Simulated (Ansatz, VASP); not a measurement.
**NiO2 in VASP and in Ansatz**

INCAR

```
SYSTEM = NiO2
PREC = Accurate ; ENCUT = 700
EDIFF = 1E-6 ; ISMEAR = 0
SIGMA = 0.05 ; LREAL = .FALSE.
LASPH = .TRUE. ; NELM = 120
ALGO = Normal ; ISIF = 2
LWAVE = .FALSE. ; LCHARG = .FALSE.
GGA = PS ; NBANDS = 22
GGA_COMPAT = .FALSE.
```

File KPOINTS:

```
Automatic mesh
0
G
  12 12 6
  0 0 0
```

POSCAR

```
NiO2
1.0
    2.7304424938      0.0000000000      0.0000000000
   -1.3652212469      2.3646325632      0.0000000000
    0.0000000000      0.0000000000      5.1695467736
Ni O
1 2
Direct
    0.0000000000      0.0000000000      0.5000000000
    0.6666666667      0.3333333333      0.6499533987
    0.3333333333      0.6666666667      0.3500466013
```

Input for Ansatz:

```yaml
crystal:
  lattice:
    - [2.7304424938, 0.0, 0.0]
    - [-1.3652212469, 2.3646325632, 0.0]
    - [0.0, 0.0, 5.1695467736]
  atoms:
    - { symbol: Ni, position: [0.0, 0.0, 0.5] }
    - { symbol: O, position: [0.6666666667, 0.3333333333, 0.6499533987] }
    - { symbol: O, position: [0.3333333333, 0.6666666667, 0.3500466013] }
basis:
  ecutwfc: 520.0
kpoints:
  mp_grid: { grid: [12, 12, 6] }
hamiltonian:
  xc: pbesol
scf:
  occupations: { method: gaussian, width: 0.05 }
output:
  forces: true
  stress: true
  eigenvalues: true
  write_density: true
  write_potential: true
  elf: true
  volumetric_format: npy
```

Alike in both runs: task single point; functional PBEsol; k mesh 12 × 12 × 6; occupations gaussian, width 0.05 eV; no spin polarisation.

```csv
,VASP,Ansatz
version,VASP 6.6.1,Ansatz 0.2.0
potentials or method,"VASP PAW PBE potentials, release 64 (Ni_sv_GW, O), cutoff 700 eV","scalar-relativistic, plane waves, PAW"
valence electrons in the cell,30,30
```

|  | VASP | Ansatz | Ansatz less VASP |
| --- | --- | --- | --- |
| gap on the k mesh at the Fermi level (eV) | 1.15 | 1.16 | +0.012 |
| least direct gap on the mesh (eV) | 1.74 | 1.74 | +0.007 |
| rms of the force components (eV/Å) | 2.081 | 2.055 | -0.0258 |

VASP's potentials were made for PBE, not for PBEsol. Atom by atom the forces differ by 0.026 eV/Å (rms over components).
